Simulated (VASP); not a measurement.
# KTaO3 in VASP: a series of runs, part 2 of 2

VASP 6.6.1.

## Step 4: Electric field gradients, LDA (equal xy, yz and zx shear strains of +1 %)

The input, INCAR:

```
PREC = Accurate
ENCUT = 520
EDIFF = 1E-8
ISMEAR = -1
SIGMA = 0.01
LREAL = F
LASPH = T
NELM = 100
ALGO = Normal
ISIF = 2
LWAVE = F
LCHARG = F
GGA = CA
LEFG = T
NBANDS = 27
```

The input, KPOINTS:

```
regular mesh
0
Gamma
  5 5 5
```

The input, POSCAR:

```
KTaO3
1.0
    3.9883000000      0.0199415000      0.0199415000
    0.0199415000      3.9883000000      0.0199415000
    0.0199415000      0.0199415000      3.9883000000
K Ta O
1 1 3
Direct
    0.5000000000      0.5000000000      0.5000000000
    0.0000000000      0.0000000000      0.0000000000
    0.5000000000      0.0000000000      0.0000000000
    0.0000000000      0.5000000000      0.0000000000
    0.0000000000      0.0000000000      0.5000000000
```

Potentials or basis: VASP PAW LDA potentials, release 64 (K_sv, Ta_pv, O).

The run is started by

```bash
$ cat potpaw_LDA.64/K_sv/POTCAR potpaw_LDA.64/Ta_pv/POTCAR potpaw_LDA.64/O/POTCAR > POTCAR
$ mpirun -np 1 vasp_std > vasp.out
```

OUTCAR:

```text
PREC = Accurate
   ENCUT = 520
   EDIFF = 1E-8
   ISMEAR = -1
   LREAL = F
   LASPH = T
   NELM = 100
   ISIF = 2
   GGA = CA

 ion  position               nearest neighbor table
   1  0.500  0.500  0.500-   3 2.81   4 2.81   3 2.81   5 2.81   4 2.81   5 2.81   3 2.83   3 2.83
                             4 2.83   5 2.83   4 2.83   5 2.83   2 3.44   2 3.44   2 3.44   2 3.44
   2  0.000  0.000  0.000-   3 1.99   4 1.99   5 1.99   5 1.99   4 1.99   3 1.99   1 3.44   1 3.44
                             1 3.44   1 3.44   1 3.44   1 3.44   1 3.49   1 3.49
   3  0.500  0.000  0.000-   2 1.99   2 1.99   1 2.81   1 2.81   1 2.83   1 2.83
   4  0.000  0.500  0.000-   2 1.99   2 1.99   1 2.81   1 2.81   1 2.83   1 2.83
   5  0.000  0.000  0.500-   2 1.99   2 1.99   1 2.81   1 2.81   1 2.83   1 2.83

  LATTYP: Found a trigonal (rhomboedric) cell.
 ALAT       =     3.9883997063
 COS(alpha) =     0.0100244988

  Lattice vectors:

 A1 = (   3.9883000000,   0.0199415000,   0.0199415000)
 A2 = (   0.0199415000,   3.9883000000,   0.0199415000)
 A3 = (   0.0199415000,   0.0199415000,   3.9883000000)

Analysis of symmetry for initial positions (statically):
=====================================================================
 Subroutine PRICEL returns:
 Original cell was already a primitive cell.

 Routine SETGRP: Setting up the symmetry group for a
 trigonal (rhombohedral) supercell.

 Subroutine GETGRP returns: Found 12 space group operations
 (whereof 12 operations were pure point group operations)
 out of a pool of 12 trial point group operations.

The static configuration has the point symmetry D_3d.

Analysis of symmetry for dynamics (positions and initial velocities):
=====================================================================
 Subroutine PRICEL returns:
[... 740 lines left out ...]
  Total       -1.7501083     -1.7501083     -1.7501083     -0.3912497     -0.3912497     -0.3912497
  in kB      -44.2022653    -44.2022653    -44.2022653     -9.8817434     -9.8817434     -9.8817434
  external PRESSURE =     -44.2022653 kB  Pullay stress =       0.0000000 kB

 VOLUME and BASIS-vectors are now :
 -----------------------------------------------------------------------------
  energy-cutoff  :      520.00
  volume of cell :       63.44
      direct lattice vectors                 reciprocal lattice vectors
     3.988300000  0.019941500  0.019941500     0.250745870 -0.001247492 -0.001247492
     0.019941500  3.988300000  0.019941500    -0.001247492  0.250745870 -0.001247492
     0.019941500  0.019941500  3.988300000    -0.001247492 -0.001247492  0.250745870

 POSITION                                       TOTAL-FORCE (eV/Angst)
 -----------------------------------------------------------------------------------
      2.01409      2.01409      2.01409         0.000000      0.000000      0.000000
      0.00000      0.00000      0.00000        -0.000000      0.000000     -0.000000
      1.99415      0.00997      0.00997        -0.000000     -0.000000     -0.000000
      0.00997      1.99415      0.00997        -0.000000      0.000000     -0.000000
      0.00997      0.00997      1.99415         0.000000     -0.000000     -0.000000
 -----------------------------------------------------------------------------------
    total drift:                                0.000000     -0.000000      0.000000

  FREE ENERGIE OF THE ION-ELECTRON SYSTEM (eV)
  ---------------------------------------------------
  free  energy   TOTEN  =       -45.0306848221 eV

  energy  without entropy=      -45.0306848221  energy(sigma->0) =      -45.03068482

 Electric field gradients (V/A^2)
---------------------------------------------------------------------
 ion       V_xx      V_yy      V_zz      V_xy      V_xz      V_yz
---------------------------------------------------------------------
   1       0.000     0.000     0.000     0.910     0.910     0.910
   2      -0.000    -0.000    -0.000   -11.557   -11.557   -11.557
   3      14.711    -7.356    -7.356     1.271     1.271    -0.470
   4      -7.356    14.711    -7.356     1.271    -0.470     1.271
   5      -7.356    -7.356    14.711    -0.470     1.271     1.271
---------------------------------------------------------------------

 Electric field gradients after diagonalization (V/A^2)
 (convention: |V_zz| > |V_xx| > |V_yy|)
----------------------------------------------------------------------
 ion       V_xx      V_yy      V_zz     asymmetry (V_yy - V_xx)/ V_zz
----------------------------------------------------------------------
   1      -0.910    -0.910     1.820       0.000
   2      11.557    11.557   -23.114       0.000
   3      -7.969    -6.885    14.854       0.073
   4      -7.969    -6.885    14.854       0.073
   5      -7.969    -6.885    14.854       0.073
----------------------------------------------------------------------

           NMR quadrupolar parameters

 Cq : quadrupolar parameter    Cq=e*Q*V_zz/h
 eta: asymmetry parameters     (V_yy - V_xx)/ V_zz
 Q  : nuclear electric quadrupole moment in mb (millibarn)
----------------------------------------------------------------------
 ion       Cq(MHz)       eta       Q (mb)
----------------------------------------------------------------------
   1       0.004       0.000       1.000
   2      -0.056       0.000       1.000
   3       0.036       0.073       1.000
   4       0.036       0.073       1.000
   5       0.036       0.073       1.000
----------------------------------------------------------------------
```

OSZICAR:

```text
N       E                     dE             d eps       ncg     rms          rms(c)
DAV:   1     0.332921157987E+03    0.33292E+03   -0.20689E+04  1026   0.141E+03
DAV:   2    -0.327412550911E+02   -0.36566E+03   -0.35337E+03  1202   0.420E+02
DAV:   3    -0.527118756324E+02   -0.19971E+02   -0.19870E+02  1492   0.935E+01
DAV:   4    -0.533511780190E+02   -0.63930E+00   -0.63822E+00  1652   0.115E+01
DAV:   5    -0.533552178275E+02   -0.40398E-02   -0.40390E-02  1368   0.882E-01    0.339E+01
DAV:   6    -0.454213596822E+02    0.79339E+01   -0.33504E+01  1198   0.390E+01    0.131E+01
DAV:   7    -0.451433739910E+02    0.27799E+00   -0.19720E+00  1346   0.880E+00    0.924E+00
DAV:   8    -0.450512857292E+02    0.92088E-01   -0.41710E-01  1249   0.522E+00    0.264E+00
DAV:   9    -0.450324126606E+02    0.18873E-01   -0.35953E-02  1252   0.152E+00    0.318E-01
DAV:  10    -0.450308995984E+02    0.15131E-02   -0.14973E-02  1362   0.776E-01    0.171E-01
DAV:  11    -0.450306971303E+02    0.20247E-03   -0.19928E-03  1314   0.264E-01    0.469E-02
DAV:  12    -0.450306849738E+02    0.12157E-04   -0.72925E-05  1475   0.661E-02    0.146E-02
DAV:  13    -0.450306849342E+02    0.39556E-07   -0.41582E-06  1378   0.135E-02    0.460E-03
DAV:  14    -0.450306848195E+02    0.11473E-06   -0.58748E-07  1416   0.530E-03    0.145E-03
DAV:  15    -0.450306848221E+02   -0.26366E-08   -0.21677E-08  1220   0.955E-04
   1 F= -.45030685E+02 E0= -.45030685E+02  d E =-.649595E-16
```

stdout:

```text
POSCAR found type information on POSCAR K TaO
 POSCAR found :  3 types and       5 ions
 scaLAPACK will be used
 LDA part: xc-table for (Slater(with rela. corr.)+CA(PZ))
 , standard interpolation
 POSCAR, INCAR and KPOINTS ok, starting setup
 FFT: planning ... GRIDC
 FFT: planning ... GRID_SOFT
 FFT: planning ... GRID
 WAVECAR not read
 entering main loop
ion   1

ion   2

ion   3
     0.0000293    -0.3562487     0.1311165    -0.2334801    -0.3562487     0.4043995
     0.0000403    -0.3562487     0.1311165    -0.2334801    -0.3562487     0.4043995
     0.0000555    -0.3562487     0.1311165    -0.2334802    -0.3562487     0.4043995
     0.0000765    -0.3562487     0.1311165    -0.2334802    -0.3562487     0.4043995

     0.0000293    -1.1409663     0.4130769     3.0924436    -1.1409663    -5.3562694
     0.0000403    -1.1409661     0.4130768     3.0924428    -1.1409661    -5.3562680
     0.0000555    -1.1409658     0.4130767     3.0924413    -1.1409658    -5.3562655
     0.0000765    -1.1409652     0.4130765     3.0924389    -1.1409652    -5.3562613

ion   4
     0.0000293    -0.3562487    -0.3562487    -0.2334801     0.1311165    -0.4043995
     0.0000403    -0.3562487    -0.3562487    -0.2334801     0.1311165    -0.4043995
     0.0000555    -0.3562487    -0.3562487    -0.2334802     0.1311165    -0.4043995
     0.0000765    -0.3562487    -0.3562487    -0.2334802     0.1311165    -0.4043995

     0.0000293    -1.1409663    -1.1409663     3.0924436     0.4130769     5.3562694
     0.0000403    -1.1409661    -1.1409661     3.0924428     0.4130768     5.3562680
     0.0000555    -1.1409658    -1.1409658     3.0924413     0.4130767     5.3562655
     0.0000765    -1.1409652    -1.1409652     3.0924389     0.4130765     5.3562613

ion   5
```

Wall time 48 s (1 thread of Intel Xeon 8259CL, shared host); peak memory 0.17 GiB.

What came out:

| Item | Value |
| --- | --- |
| Free energy | -45.0307 eV |
| Pressure | -4.4 GPa |
| Band gap on the k mesh | 2.11 eV (least direct gap 2.60 eV) |
| Largest electric field gradient by atom | K +1.8; Ta -23.1; O +14.9 V/Å² |

Stress tensor (GPa, compression positive):
```
-4.42 -0.99 -0.99
-0.99 -4.42 -0.99
-0.99 -0.99 -4.42
```

Electric field gradients, principal values (V/Å²):
| atom | least | middle | greatest (by size) |
| --- | --- | --- | --- |
| 1 K | -0.910 | -0.910 | 1.820 |
| 2 Ta | 11.557 | 11.557 | -23.114 |
| 3 O | -6.885 | -7.969 | 14.854 |
| 4 O | -6.885 | -7.969 | 14.854 |
| 5 O | -6.885 | -7.969 | 14.854 |

Caveat: the cell differs from its parent crystal (equal xy, yz and zx shear strains of +1 %); the cell stands under tension; without QUAD_EFG the Cq values of the log hold for a quadrupole moment of 1 mb, not for the nuclei; spin-orbit coupling is left out, which moves the levels of the heavy elements; an odd mesh through Γ misses points on the zone boundary, where band edges can lie.

## Step 5: Electric field gradients, LDA (equal xy, yz and zx shear strains of +3 %)

The input, INCAR:

```
SYSTEM = KTaO3
PREC = Accurate
ENCUT = 520
EDIFF = 1E-8
ISMEAR = -1
SIGMA = 0.01
LREAL = .False.
LASPH = .True.
NELM = 80
ALGO = Normal
ISIF = 2
LWAVE = .False.
LCHARG = .False.
LEFG = .True.
NBANDS = 27
```

The input, KPOINTS:

```
regular mesh
0
Gamma
  5 5 5
  0 0 0
```

POSCAR, as its differences from that of step 4:

```diff
@@ -2,5 +2,5 @@
 1.0
-    3.9883000000      0.0199415000      0.0199415000
-    0.0199415000      3.9883000000      0.0199415000
-    0.0199415000      0.0199415000      3.9883000000
+    3.9883000000      0.0598245000      0.0598245000
+    0.0598245000      3.9883000000      0.0598245000
+    0.0598245000      0.0598245000      3.9883000000
 K Ta O
```

Potentials or basis: VASP PAW LDA potentials, release 64 (K_sv, Ta_pv, O).

The run is started by

```bash
$ cat potpaw_LDA.64/K_sv/POTCAR potpaw_LDA.64/Ta_pv/POTCAR potpaw_LDA.64/O/POTCAR > POTCAR
$ mpirun -np 1 vasp_std > vasp.out
```

OUTCAR:

```text
SYSTEM = KTaO3
   PREC = Accurate
   ENCUT = 520
   EDIFF = 1E-8
   ISMEAR = -1
   LREAL = .False.
   LASPH = .True.
   NELM = 80
   ISIF = 2

 ion  position               nearest neighbor table
   1  0.500  0.500  0.500-   3 2.78   4 2.78   3 2.78   5 2.78   4 2.78   5 2.78   3 2.86   3 2.86
                             4 2.86   5 2.86   4 2.86   5 2.86   2 3.42   2 3.42   2 3.42   2 3.42
   2  0.000  0.000  0.000-   3 1.99   4 1.99   5 1.99   5 1.99   4 1.99   3 1.99   1 3.42   1 3.42
                             1 3.42   1 3.42   1 3.42   1 3.42   1 3.56   1 3.56
   3  0.500  0.000  0.000-   2 1.99   2 1.99   1 2.78   1 2.78   1 2.86   1 2.86
   4  0.000  0.500  0.000-   2 1.99   2 1.99   1 2.78   1 2.78   1 2.86   1 2.86
   5  0.000  0.000  0.500-   2 1.99   2 1.99   1 2.78   1 2.78   1 2.86   1 2.86

  LATTYP: Found a trigonal (rhomboedric) cell.
 ALAT       =     3.9891972666
 COS(alpha) =     0.0302114049

  Lattice vectors:

 A1 = (   3.9883000000,   0.0598245000,   0.0598245000)
 A2 = (   0.0598245000,   3.9883000000,   0.0598245000)
 A3 = (   0.0598245000,   0.0598245000,   3.9883000000)

Analysis of symmetry for initial positions (statically):
[... 776 lines left out ...]
 -----------------------------------------------------------------------------------
    total drift:                                0.000000     -0.000000      0.000000

  FREE ENERGIE OF THE ION-ELECTRON SYSTEM (eV)
  ---------------------------------------------------
  free  energy   TOTEN  =       -44.9853155805 eV

  energy  without entropy=      -44.9853155805  energy(sigma->0) =      -44.98531558

 Electric field gradients (V/A^2)
---------------------------------------------------------------------
 ion       V_xx      V_yy      V_zz      V_xy      V_xz      V_yz
---------------------------------------------------------------------
   1       0.000    -0.000     0.000     3.009     3.009     3.009
   2      -0.000    -0.000     0.000   -34.526   -34.526   -34.526
   3      14.753    -7.377    -7.377     3.860     3.860    -1.297
   4      -7.377    14.753    -7.377     3.860    -1.297     3.860
   5      -7.377    -7.377    14.753    -1.297     3.860     3.860
---------------------------------------------------------------------

 Electric field gradients after diagonalization (V/A^2)
 (convention: |V_zz| > |V_xx| > |V_yy|)
----------------------------------------------------------------------
 ion       V_xx      V_yy      V_zz     asymmetry (V_yy - V_xx)/ V_zz
----------------------------------------------------------------------
   1      -3.009    -3.009     6.018       0.000
   2      34.526    34.526   -69.051       0.000
   3      -9.883    -6.080    15.963       0.238
   4      -9.883    -6.080    15.963       0.238
   5      -9.883    -6.080    15.963       0.238
----------------------------------------------------------------------

           NMR quadrupolar parameters

 Cq : quadrupolar parameter    Cq=e*Q*V_zz/h
 eta: asymmetry parameters     (V_yy - V_xx)/ V_zz
 Q  : nuclear electric quadrupole moment in mb (millibarn)
----------------------------------------------------------------------
 ion       Cq(MHz)       eta       Q (mb)
----------------------------------------------------------------------
   1       0.015       0.000       1.000
   2      -0.167       0.000       1.000
   3       0.039       0.238       1.000
   4       0.039       0.238       1.000
   5       0.039       0.238       1.000
----------------------------------------------------------------------
```

OSZICAR:

```text
N       E                     dE             d eps       ncg     rms          rms(c)
DAV:   1     0.321510130990E+03    0.32151E+03   -0.20388E+04  1026   0.140E+03
DAV:   2    -0.340315788412E+02   -0.35554E+03   -0.34358E+03  1216   0.413E+02
DAV:   3    -0.526475984525E+02   -0.18616E+02   -0.18529E+02  1446   0.899E+01
DAV:   4    -0.533220903776E+02   -0.67449E+00   -0.67346E+00  1729   0.115E+01
DAV:   5    -0.533266760462E+02   -0.45857E-02   -0.45851E-02  1337   0.866E-01    0.339E+01
DAV:   6    -0.453707745944E+02    0.79559E+01   -0.33971E+01  1206   0.391E+01    0.131E+01
DAV:   7    -0.450980770552E+02    0.27270E+00   -0.20319E+00  1352   0.885E+00    0.924E+00
DAV:   8    -0.450058506957E+02    0.92226E-01   -0.41961E-01  1255   0.522E+00    0.263E+00
DAV:   9    -0.449870196634E+02    0.18831E-01   -0.36027E-02  1316   0.152E+00    0.320E-01
DAV:  10    -0.449855229222E+02    0.14967E-02   -0.14767E-02  1352   0.774E-01    0.171E-01
DAV:  11    -0.449853264611E+02    0.19646E-03   -0.19388E-03  1336   0.261E-01    0.458E-02
DAV:  12    -0.449853156324E+02    0.10829E-04   -0.72099E-05  1453   0.652E-02    0.141E-02
DAV:  13    -0.449853157178E+02   -0.85460E-07   -0.39046E-06  1435   0.132E-02    0.473E-03
DAV:  14    -0.449853155773E+02    0.14059E-06   -0.66870E-07  1360   0.539E-03    0.157E-03
DAV:  15    -0.449853155805E+02   -0.32860E-08   -0.30850E-08  1302   0.110E-03
   1 F= -.44985316E+02 E0= -.44985316E+02  d E =-.401422E-15
```

stdout:

```text
POSCAR found type information on POSCAR K TaO
 POSCAR found :  3 types and       5 ions
 scaLAPACK will be used
 LDA part: xc-table for (Slater(with rela. corr.)+CA(PZ))
 , standard interpolation
 POSCAR, INCAR and KPOINTS ok, starting setup
 FFT: planning ... GRIDC
 FFT: planning ... GRID_SOFT
 FFT: planning ... GRID
 WAVECAR not read
 entering main loop
ion   1

ion   2

ion   3
     0.0000293    -1.0850700     0.3561800    -0.2242310    -1.0850700     0.3883795
     0.0000403    -1.0850700     0.3561800    -0.2242310    -1.0850700     0.3883795
     0.0000555    -1.0850699     0.3561800    -0.2242310    -1.0850699     0.3883796
     0.0000765    -1.0850699     0.3561799    -0.2242311    -1.0850699     0.3883796

     0.0000293    -3.4712886     1.1285618     3.1166926    -3.4712886    -5.3982699
     0.0000403    -3.4712880     1.1285616     3.1166918    -3.4712880    -5.3982685
     0.0000555    -3.4712869     1.1285612     3.1166903    -3.4712869    -5.3982660
     0.0000765    -3.4712852     1.1285607     3.1166879    -3.4712852    -5.3982618

ion   4
     0.0000293    -1.0850700    -1.0850700    -0.2242310     0.3561800    -0.3883795
     0.0000403    -1.0850700    -1.0850700    -0.2242310     0.3561800    -0.3883795
     0.0000555    -1.0850699    -1.0850699    -0.2242310     0.3561800    -0.3883796
     0.0000765    -1.0850699    -1.0850699    -0.2242311     0.3561799    -0.3883796

     0.0000293    -3.4712886    -3.4712886     3.1166926     1.1285618     5.3982699
     0.0000403    -3.4712880    -3.4712880     3.1166918     1.1285616     5.3982685
     0.0000555    -3.4712869    -3.4712869     3.1166903     1.1285612     5.3982660
     0.0000765    -3.4712852    -3.4712852     3.1166879     1.1285607     5.3982618

ion   5
```

Run time: 39 s. Hardware: 1 thread of Intel Xeon 8259CL, shared host; peak memory 0.17 GiB.

Results:

| Item | Value |
| --- | --- |
| Free energy | -44.9853 eV |
| Pressure | -4.3 GPa |
| Band gap on the k mesh | 2.05 eV (least direct gap 2.50 eV) |
| Largest electric field gradient by atom | K +6.0; Ta -69.1; O +16.0 V/Å² |

Levels at points of the mesh, in eV from the valence-band top:
```csv
k point,band 17,band 18,band 19,band 20,band 21,band 22
"(0.00, 0.00, 0.00)",-0.65,-0.44,-0.44,2.05,2.05,2.18
```

Electric field gradients, principal values (V/Å²):
| atom | least | middle | greatest (by size) |
| --- | --- | --- | --- |
| 1 K | -3.009 | -3.009 | 6.018 |
| 2 Ta | 34.526 | 34.526 | -69.051 |
| 3 O | -6.080 | -9.883 | 15.963 |
| 4 O | -6.080 | -9.883 | 15.963 |
| 5 O | -6.080 | -9.883 | 15.963 |

Caveat: the cell differs from its parent crystal (equal xy, yz and zx shear strains of +3 %); the cell stands under tension; without QUAD_EFG the Cq values of the log hold for a quadrupole moment of 1 mb, not for the nuclei; spin-orbit coupling is left out, which moves the levels of the heavy elements; an odd mesh through Γ misses points on the zone boundary, where band edges can lie.

## Step 6: Overview

| cell | gap on the mesh (eV) | pressure (GPa) |
| --- | --- | --- |
| a = 4.108, b = 4.108, c = 3.988 Å, 5 atoms | 1.96 | -14.3 |
| a = 3.989 Å, angles 91.1°, 5 atoms | 2.05 | -4.4 |
| a = 3.988 Å, angles 89.4°, 5 atoms | 2.11 | -4.4 |
| a = 3.989 Å, angles 88.3°, 5 atoms | 2.05 | -4.3 |

Alike in all rows: task electric field gradients; level LDA; potentials or basis VASP PAW LDA potentials, release 64 (K_sv, Ta_pv, O); no spin polarisation; k mesh 5 × 5 × 5; cutoff (eV) 520; smearing fermi-dirac 0.01 eV.

Caveats: the cell stands under tension; spin-orbit coupling is left out, which moves the levels of the heavy elements; an odd mesh through Γ misses points on the zone boundary, where band edges can lie.

Absolute energies hang on the potentials; compare differences alone.
